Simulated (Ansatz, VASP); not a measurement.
## InSb3 in VASP and in Ansatz

```
In Sb
1.0
     4.72846   -0.11041   -0.11041
    -0.11041    4.72846   -0.11041
    -0.11041   -0.11041    4.72846
In Sb
1 3
Direct
  0.00000 0.00000 0.00000
  0.50000 0.00000 0.50000
  0.00000 0.50000 0.50000
  0.50000 0.50000 0.00000
```

Change from the starting cell: equal engineering shear yz, xz and xy -0.0467, equal normal strain along x, y and z +0.0000.

Alike in both runs: task single point; functional PBEsol; k mesh 8 × 8 × 8; occupations gaussian, width 0.15 eV; no spin polarisation.

```csv
,VASP,Ansatz
version,VASP 6.6.1,Ansatz 0.2.0
potentials or method,"VASP PAW PBE potentials, release 64 (In_d, Sb), cutoff 520 eV","scalar-relativistic, plane waves, PAW"
valence electrons in the cell,28,58
```

Ansatz gave:

```
gap on the k mesh at the Fermi level (eV)                     : none
pressure (GPa)                                                : 0.3
traceless stress, the component that is largest in VASP (GPa) : 0.67
```

Task: Estimate VASP's values.

Result: gap on the k mesh at the Fermi level (eV): none; pressure (GPa): 0.3; traceless stress, the component that is largest in VASP (GPa): 0.68.

VASP's potentials were made for PBE, not for PBEsol, and Ansatz warns of the same on its side. A gap of «none» marks a metal or a gap that the smearing closes. The functional is the same, so the differences come from potentials, cutoffs and numerics. VASP's potentials hold 28 valence electrons a cell and Ansatz's 58, so a difference there can come from the potentials and not from the codes.

Neither program's run includes spin-orbit coupling.
